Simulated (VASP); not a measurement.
# Al3GaN4 (P-42m) in VASP: a series of runs

Runs on Al3GaN4. Level: r2SCAN. Tasks: single point.

All numbers are computed with VASP 6.6.1; they aren't measurements. Logs are shortened: lines on timing, memory, paths and dates and some standing lists are left out, and cuts for length are marked.

**1. The cell of the first run**

Symmetry: P-42m, No. 111, tetragonal system. The conventional cell has a = 4.401 Å, b = 4.401 Å, c = 4.049 Å, α = 90.00°, β = 90.00°, γ = 90.00°. Al (site symmetry -42m) has 4 N at 1.84 Å within 2.4 Å. Al (site symmetry 222) has 4 N at 1.84 Å within 2.4 Å. Ga (site symmetry -42m) has 4 N at 1.90 Å within 2.5 Å. N (site symmetry m) has 3 Al at 1.84 Å and 1 Ga at 1.90 Å within 2.4 Å.

**2. Single point, r2SCAN (strain +0.000 along x and y, -0.080 along z)**

File POSCAR:

```
Al3GaN4
1.0
    4.4012372926      0.0000000000      0.0000000000
    0.0000000000      4.4012372926      0.0000000000
    0.0000000000      0.0000000000      4.0491383092
Al Ga N
3 1 4
Direct
    0.5000000000      0.5000000000      0.0000000000
    0.5000000000      0.0000000000      0.5000000000
    0.0000000000      0.5000000000      0.5000000000
    0.0000000000      0.0000000000      0.0000000000
    0.7444581602      0.7444581602      0.2555418398
    0.7444581602      0.2555418398      0.7444581602
    0.2555418398      0.7444581602      0.7444581602
    0.2555418398      0.2555418398      0.2555418398
```

File INCAR.step1:

```
PREC     = Accurate       # precision mode
ENCUT    = 520            # plane-wave cutoff, eV
ISMEAR   = 0              # smearing method
SIGMA    = 0.05           # smearing width, eV
LREAL    = F              # projectors in reciprocal space
LASPH    = T              # aspherical terms in the spheres
NELM     = 60             # most SCF steps
NBANDS   = 31             # bands
GGA      = PE             # functional
ALGO     = Normal         # electronic algorithm
EDIFF    = 1E-4           # SCF threshold, eV
LWAVE    = T              # write WAVECAR
LCHARG   = F              # write CHGCAR
```

File INCAR.step2:

```
PREC     = Accurate       # precision mode
ENCUT    = 520            # plane-wave cutoff, eV
EDIFF    = 1E-7           # SCF threshold, eV
ISMEAR   = 0              # smearing method
SIGMA    = 0.05           # smearing width, eV
LREAL    = F              # projectors in reciprocal space
LASPH    = T              # aspherical terms in the spheres
NELM     = 60             # most SCF steps
ALGO     = Normal         # electronic algorithm
ISIF     = 2              # what is computed and relaxed
LWAVE    = F              # write WAVECAR
LCHARG   = F              # write CHGCAR
METAGGA  = R2SCAN         # meta-GGA
LMIXTAU  = T            
NBANDS   = 31             # bands
ISTART   = 1
```

File KPOINTS:

```
regular mesh
0
Gamma
  6 6 6
```

Potentials or basis: VASP PAW PBE potentials, release 64 (Al, Ga_d, N).

On the command line:

```console
cat potpaw_PBE.64/Al/POTCAR potpaw_PBE.64/Ga_d/POTCAR potpaw_PBE.64/N/POTCAR > POTCAR
cp INCAR.step1 INCAR
mpirun -np 1 vasp_std > vasp.out
cp INCAR.step2 INCAR
mpirun -np 1 vasp_std > vasp.out
```

OUTCAR:

```text
PREC = Accurate
   ENCUT = 520
   EDIFF = 1E-7
   ISMEAR = 0
   LREAL = F
   LASPH = T
   NELM = 60
   ISIF = 2
   METAGGA = R2SCAN
   ISTART = 1

 ion  position               nearest neighbor table
   1  0.500  0.500  0.000-   5 1.84   6 1.84   7 1.84   8 1.84   2 2.99   3 2.99   2 2.99   3 2.99
                             2 2.99   2 2.99   3 2.99   3 2.99   4 3.11   4 3.11   4 3.11   4 3.11
   2  0.500  0.000  0.500-   5 1.84   6 1.84   7 1.84   8 1.84   1 2.99   4 2.99   1 2.99   4 2.99
                             1 2.99   1 2.99   4 2.99   4 2.99   3 3.11   3 3.11   3 3.11   3 3.11
   3  0.000  0.500  0.500-   5 1.84   6 1.84   7 1.84   8 1.84   1 2.99   4 2.99   1 2.99   4 2.99
                             4 2.99   4 2.99   1 2.99   1 2.99   2 3.11   2 3.11   2 3.11   2 3.11
   4  0.000  0.000  0.000-   5 1.90   6 1.90   7 1.90   8 1.90   2 2.99   3 2.99   2 2.99   3 2.99
                             3 2.99   3 2.99   2 2.99   2 2.99   1 3.11   1 3.11   1 3.11   1 3.11
   5  0.744  0.744  0.256-   1 1.84   2 1.84   3 1.84   4 1.90
   6  0.744  0.256  0.744-   1 1.84   2 1.84   3 1.84   4 1.90
   7  0.256  0.744  0.744-   1 1.84   2 1.84   3 1.84   4 1.90
   8  0.256  0.256  0.256-   1 1.84   2 1.84   3 1.84   4 1.90

  LATTYP: Found a simple tetragonal cell.
 ALAT       =     4.4012372926
 C/A-ratio  =     0.9200000000

  Lattice vectors:

 A1 = (   4.4012372926,   0.0000000000,   0.0000000000)
 A2 = (   0.0000000000,   4.4012372926,   0.0000000000)
 A3 = (   0.0000000000,   0.0000000000,   4.0491383092)

Analysis of symmetry for initial positions (statically):
=====================================================================
 Subroutine PRICEL returns:
 Original cell was already a primitive cell.

 Routine SETGRP: Setting up the symmetry group for a
 simple tetragonal supercell.

 Subroutine GETGRP returns: Found  8 space group operations
 (whereof  8 operations were pure point group operations)
 out of a pool of 16 trial point group operations.

The static configuration has the point symmetry D_2d.

Analysis of symmetry for dynamics (positions and initial velocities):
=====================================================================
 Subroutine PRICEL returns:
 Original cell was already a primitive cell.

 Routine SETGRP: Setting up the symmetry group for a
 simple tetragonal supercell.

 Subroutine GETGRP returns: Found  8 space group operations
 (whereof  8 operations were pure point group operations)
 out of a pool of 16 trial point group operations.

The dynamic configuration has the point symmetry D_2d.

 Subroutine INISYM returns: Found  8 space group operations
 (whereof  8 operations are pure point group operations),
 and found     1 'primitive' translations

----------------------------------------------------------------------------------------

                                     Primitive cell

  volume of cell :      78.4354

  direct lattice vectors                    reciprocal lattice vectors
     4.401237293  0.000000000  0.000000000     0.227208835  0.000000000  0.000000000
     0.000000000  4.401237293  0.000000000     0.000000000  0.227208835  0.000000000
     0.000000000  0.000000000  4.049138309     0.000000000  0.000000000  0.246966126

  length of vectors
     4.401237293  4.401237293  4.049138309     0.227208835  0.227208835  0.246966126

  position of ions in fractional coordinates (direct lattice)
     0.500000000  0.500000000  0.000000000
     0.500000000  0.000000000  0.500000000
     0.000000000  0.500000000  0.500000000
     0.000000000  0.000000000  0.000000000
     0.744458160  0.744458160  0.255541840
     0.744458160  0.255541840  0.744458160
     0.255541840  0.744458160  0.744458160
     0.255541840  0.255541840  0.255541840

  ion indices of the primitive-cell ions
   primitive index   ion index
                 1           1
                 2           2
                 3           3
                 4           4
                 5           5
                 6           6
                 7           7
                 8           8

----------------------------------------------------------------------------------------

 KPOINTS: regular mesh

Automatic generation of k-mesh.
 Grid dimensions read from file:
 generate k-points for:    6    6    6

 Generating k-lattice:

  Cartesian coordinates                     Fractional coordinates (reciprocal lattice)
     0.037868139  0.000000000  0.000000000     0.166666667  0.000000000  0.000000000
     0.000000000  0.037868139  0.000000000     0.000000000  0.166666667  0.000000000
     0.000000000  0.000000000  0.041161021     0.000000000  0.000000000  0.166666667

  Length of vectors
     0.037868139  0.037868139  0.041161021

  Shift w.r.t. Gamma in fractional coordinates (k-lattice)
     0.000000000  0.000000000  0.000000000

 Subroutine IBZKPT returns following result:
 ===========================================

 Found     40 irreducible k-points:

 Following reciprocal coordinates:
            Coordinates               Weight
  0.000000  0.000000  0.000000      1.000000
  0.166667  0.000000  0.000000      4.000000
  0.333333  0.000000  0.000000      4.000000
  0.500000  0.000000  0.000000      2.000000
  0.166667  0.166667  0.000000      4.000000
  0.333333  0.166667  0.000000      8.000000
[... 16 lines left out ...]
  0.333333  0.000000  0.333333      8.000000
  0.500000  0.000000  0.333333      4.000000
 [... further k-points ...]
   k-points           NKPTS =     40   k-points in BZ     NKDIM =     40   number of bands    NBANDS=     31
   number of dos      NEDOS =    301   number of ions     NIONS =      8
   total plane-waves  NPLWV =  38880
   dimension x,y,z NGX =    36 NGY =   36 NGZ =   30
   dimension x,y,z NGXF=    72 NGYF=   72 NGZF=   60
   ions per type =               3   1   4
   NGX,Y,Z   is equivalent  to a cutoff of  13.60, 13.60, 12.32 a.u.
   NGXF,Y,Z  is equivalent  to a cutoff of  27.20, 27.20, 24.63 a.u.
 SYSTEM =  unknown system
   PREC   = accura    normal or accurate (medium, high low for compatibility)
   ISTART =      1    job   : 0-new  1-cont  2-samecut
   ICHARG =      0    charge: 1-file 2-atom 10-const
   ISPIN  =      1    spin polarized calculation?
   LNONCOLLINEAR =      F non collinear calculations
   LSORBIT =      F    spin-orbit coupling
   LASPH  =      T    aspherical Exc in radial PAW
   ENCUT  =  520.0 eV  38.22 Ry    6.18 a.u.   8.18  8.18  7.53*2*pi/ulx,y,z
   NELM   =     60;   NELMIN=  2; NELMDL=  0     # of ELM steps
   EDIFF  = 0.1E-06   stopping-criterion for ELM
   LREAL  =      F    real-space projection
   EDIFFG = 0.1E-05   stopping-criterion for IOM
   NSW    =      0    number of steps for IOM
   IBRION =     -1    ionic relax: 0-MD 1-quasi-New 2-CG
   NFREE  =      0    steps in history (QN), initial steepest desc. (CG)
   ISIF   =      2    stress and relaxation
   ISYM   =      2    0-nonsym 1-usesym 2-fastsym
   POTIM  = 0.5000    time-step for ionic-motion
   TEBEG  =    0.0;   TEEND  =   0.0 temperature during run
   PSTRESS=    0.0 pullay stress
   NELECT =      42.0000    total number of electrons
   NUPDOWN=      -1.0000    fix difference up-down
   EMIN   =  10.00;   EMAX   =-10.00  energy-range for DOS
   EFERMI =   0.00;   METHOD = LEGACY
   ISMEAR =     0;   SIGMA  =   0.05  broadening in eV -4-tet -1-fermi 0-gaus
   EFERMI_NEDOS =   21; number of points for ismear=-14 and -15
   IALGO  =     38    algorithm
   IMIX   =      4    mixing-type and parameters
     AMIX     =   0.40;   BMIX     =  1.00
     AMIX_MAG =   1.60;   BMIX_MAG =  1.00
  volume/ion in A,a.u.               =       9.80        66.16
  Fermi-wavevector in a.u.,A,eV,Ry     =   1.329394  2.512191 24.045436  1.767290
  Thomas-Fermi vector in A             =   2.458560
   LORBIT       =      0    0 simple, 1 ext, 2 COOP (PROOUT), +10 PAW based schemes
   METAGGA = R2SCAN    functional components
   LHFCALC =     F    Hartree Fock is set to
   AEXX    =    0.0000 exact exchange contribution
   IVDW    =     0    specifies the selected vdW correction
   LEPSILON=     F    determine dielectric tensor
   LRPA    =     F    only Hartree local field effects (RPA)
 non-spin polarized calculation
 Gauss-broadening in eV      SIGMA  =   0.05
  energy-cutoff  :      520.00
  volume of cell :       78.44
 maximum number of plane-waves:      2128
 NGX is ok and might be reduce to    36
   NGX = 17   NGY = 17   NGZ = 15

 number of electron      41.9999998 magnetization

 Free energy of the ion-electron system (eV)
  ---------------------------------------------------
  ext. energy  EPLUGINS =         0.00000000
  ---------------------------------------------------
  free energy    TOTEN  =       -78.89859196 eV

  energy without entropy =      -78.89859196  energy(sigma->0) =      -78.89859196

 E-fermi :   6.7672     XC(G=0): -12.1756

 val. band max:        6.5620112339   @ k =   0.0000   0.0000   0.0000
 cond. band min:      10.1733948096   @ k =   0.0000   0.0000   0.0000
 fundamental gap:      3.6113835757
 Fermi energy:         6.7672155258

 k-point     1 :       0.0000    0.0000    0.0000
  band No.  band energies     occupation
      1     -10.1948      2.00000
      2      -7.9657      2.00000
      3      -7.9657      2.00000
      4      -7.8418      2.00000
      5      -6.5835      2.00000
      6      -6.5539      2.00000
[... 23 lines left out ...]
     30      20.0588      0.00000
     31      20.0588      0.00000

 k-point     2 :       0.1667    0.0000    0.0000
  band No.  band energies     occupation
      1     -10.0594      2.00000
      2      -8.0982      2.00000
      3      -7.9660      2.00000
      4      -7.8504      2.00000
      5      -6.5813      2.00000
      6      -6.5495      2.00000
[... 740 lines left out ...]
 k-point    24 :       0.5000    0.0000    0.3333
  band No.  band energies     occupation
      1      -8.8168      2.00000
      2      -8.6646      2.00000
      3      -8.1648      2.00000
      4      -8.0443      2.00000
      5      -6.5373      2.00000
      6      -6.5153      2.00000
[... 23 lines left out ...]
     30      17.7036      0.00000
     31      18.8965      0.00000

 [... further k-points ...]

------------------------ aborting loop because EDIFF is reached ----------------------------------------

  FORCE on cell =-STRESS in cart. coord.  units (eV):
  Direction    XX          YY          ZZ          XY          YZ          ZX
  --------------------------------------------------------------------------------------
  -------------------------------------------------------------------------------------
  Total        8.3358067      8.3358067     12.3138088      0.0000000      0.0000000      0.0000000
  in kB      170.2730984    170.2730984    251.5305903      0.0000000      0.0000000      0.0000000
  external PRESSURE =     197.3589290 kB  Pullay stress =       0.0000000 kB

 VOLUME and BASIS-vectors are now :
 -----------------------------------------------------------------------------
  energy-cutoff  :      520.00
  volume of cell :       78.44
      direct lattice vectors                 reciprocal lattice vectors
     4.401237293  0.000000000  0.000000000     0.227208835  0.000000000  0.000000000
     0.000000000  4.401237293  0.000000000     0.000000000  0.227208835  0.000000000
     0.000000000  0.000000000  4.049138309     0.000000000  0.000000000  0.246966126

 POSITION                                       TOTAL-FORCE (eV/Angst)
 -----------------------------------------------------------------------------------
      2.20062      2.20062      0.00000        -0.000000      0.000000      0.000000
      2.20062      0.00000      2.02457        -0.000000      0.000000      0.000000
      0.00000      2.20062      2.02457        -0.000000      0.000000      0.000000
      0.00000      0.00000      0.00000        -0.000000      0.000000      0.000000
      3.27654      3.27654      1.03472        -0.013963     -0.013963      0.147939
      3.27654      1.12470      3.01441        -0.013963      0.013963     -0.147939
      1.12470      3.27654      3.01441         0.013963     -0.013963     -0.147939
      1.12470      1.12470      1.03472         0.013963      0.013963      0.147939
 -----------------------------------------------------------------------------------
    total drift:                               -0.000000     -0.000000     -0.000000

  FREE ENERGIE OF THE ION-ELECTRON SYSTEM (eV)
  ---------------------------------------------------
  free  energy   TOTEN  =       -78.8985919625 eV

  energy  without entropy=      -78.8985919625  energy(sigma->0) =      -78.89859196
```

Run time: 10 min. Hardware: 1 thread of Intel Xeon 8259CL, shared host; peak memory 0.25 GiB.

Results:

```
Free energy            : -78.8986 eV
Pressure               : 19.7 GPa
Largest force          : 0.149 eV/Å
Band gap on the k mesh : 3.61 eV
```

Forces on the atoms (eV/Å):
```
Al   0.000  0.000  0.000
Al   0.000  0.000  0.000
Al   0.000  0.000  0.000
Ga   0.000  0.000  0.000
N   -0.014 -0.014  0.148
N   -0.014  0.014 -0.148
N    0.014 -0.014 -0.148
N    0.014  0.014  0.148
```

Levels at points of the mesh, in eV from the valence-band top:
| k point | band 19 | band 20 | band 21 | band 22 | band 23 | band 24 |
| --- | --- | --- | --- | --- | --- | --- |
| (0.00, 0.00, 0.00) | -0.32 | -0.32 | 0.00 | 3.61 | 4.06 | 4.06 |
| (0.50, 0.00, 0.00) | -1.34 | -1.09 | -0.98 | 6.41 | 6.43 | 6.48 |
| (0.50, 0.50, 0.00) | -1.17 | -1.17 | -1.15 | 8.13 | 8.13 | 8.19 |
| (0.00, 0.00, 0.50) | -1.88 | -1.51 | -1.51 | 6.73 | 6.88 | 7.45 |
| (0.50, 0.00, 0.50) | -0.68 | -0.67 | -0.51 | 8.57 | 8.63 | 8.70 |
| (0.50, 0.50, 0.50) | -0.57 | -0.55 | -0.17 | 6.55 | 8.04 | 8.07 |

Caveat: the cell differs from its parent crystal (strain +0.000 along x and y, -0.080 along z); the stress differs along the axes, from 17 to 25 GPa; the PAW data sets were made with another functional, which shifts forces and pressure a little.

**3. Single point, r2SCAN (strain -0.040 along x and y, +0.040 along z)**

POSCAR, as its differences from that of step 2:

```diff
@@ -2,5 +2,5 @@
 1.0
-    4.4012372926      0.0000000000      0.0000000000
-    0.0000000000      4.4012372926      0.0000000000
-    0.0000000000      0.0000000000      4.0491383092
+    4.2251878009      0.0000000000      0.0000000000
+    0.0000000000      4.2251878009      0.0000000000
+    0.0000000000      0.0000000000      4.5772867843
 Al Ga N
```

File INCAR.step1:

```
SYSTEM = Al3GaN4
  PREC = Accurate
  ENCUT = 520
  ISMEAR = 0
  SIGMA = 0.05
  LREAL = .FALSE.
  LASPH = .TRUE.
  NELM = 100
  NBANDS = 31
  GGA = PE
  ALGO = Normal
  EDIFF = 1E-4
  LWAVE = .TRUE.
  LCHARG = .FALSE.
```

File INCAR.step2:

```
SYSTEM = Al3GaN4
  PREC = Accurate
  ENCUT = 520
  EDIFF = 1E-7
  ISMEAR = 0
  SIGMA = 0.05
  LREAL = .FALSE.
  LASPH = .TRUE.
  NELM = 100
  ALGO = Normal
  ISIF = 2
  LWAVE = .FALSE.
  LCHARG = .FALSE.
  METAGGA = R2SCAN
  LMIXTAU = .TRUE.
  NBANDS = 31
  ISTART = 1
```

File KPOINTS:

```
Automatic mesh
0
G
  6 6 6
  0 0 0
```

Potentials or basis: VASP PAW PBE potentials, release 64 (Al, Ga_d, N).

On the command line:

```console
cat potpaw_PBE.64/Al/POTCAR potpaw_PBE.64/Ga_d/POTCAR potpaw_PBE.64/N/POTCAR > POTCAR
cp INCAR.step1 INCAR
mpirun -np 1 vasp_std > vasp.out
cp INCAR.step2 INCAR
mpirun -np 1 vasp_std > vasp.out
```

It took 7.7 min on 1 thread of Intel Xeon 8259CL, shared host; peak memory 0.25 GiB.

Results (log left out):

```yaml
Free_energy: -79.1518 eV
Pressure: 9.1 GPa
Largest_force: 0.119 eV/Å
Band_gap_on_the_k_mesh: 3.74 eV (least direct gap 3.78 eV)
```

Forces in eV/Å, atoms in the order of the input:
```
Al   0.000  0.000  0.000
Al   0.000  0.000  0.000
Al   0.000  0.000  0.000
Ga   0.000  0.000  0.000
N   -0.083 -0.083 -0.019
N   -0.083  0.083  0.019
N    0.083 -0.083  0.019
N    0.083  0.083 -0.019
```

Stress tensor (GPa, compression positive):
```
13.76  0.00  0.00
 0.00 13.76  0.00
 0.00  0.00 -0.37
```

Levels at points of the mesh, in eV from the valence-band top:
| k point | band 19 | band 20 | band 21 | band 22 | band 23 | band 24 |
| --- | --- | --- | --- | --- | --- | --- |
| (0.00, 0.00, 0.00) | -0.45 | -0.04 | -0.04 | 3.74 | 3.74 | 4.21 |
| (0.50, 0.00, 0.00) | -1.56 | -1.35 | -1.22 | 6.36 | 6.46 | 6.97 |
| (0.50, 0.50, 0.00) | -0.41 | -0.32 | -0.32 | 8.33 | 8.47 | 8.47 |
| (0.00, 0.00, 0.50) | -1.16 | -0.83 | -0.83 | 6.21 | 6.22 | 6.22 |
| (0.50, 0.00, 0.50) | -1.02 | -0.96 | -0.86 | 8.03 | 8.21 | 8.27 |
| (0.50, 0.50, 0.50) | -0.46 | -0.23 | -0.23 | 6.18 | 7.66 | 7.66 |

Caveat: the cell differs from its parent crystal (strain -0.040 along x and y, +0.040 along z); the stress differs along the axes, from -0 to 14 GPa; the PAW data sets were made with another functional, which shifts forces and pressure a little. A k mesh can miss the band edges.

(Continued in part 2 of 2.)
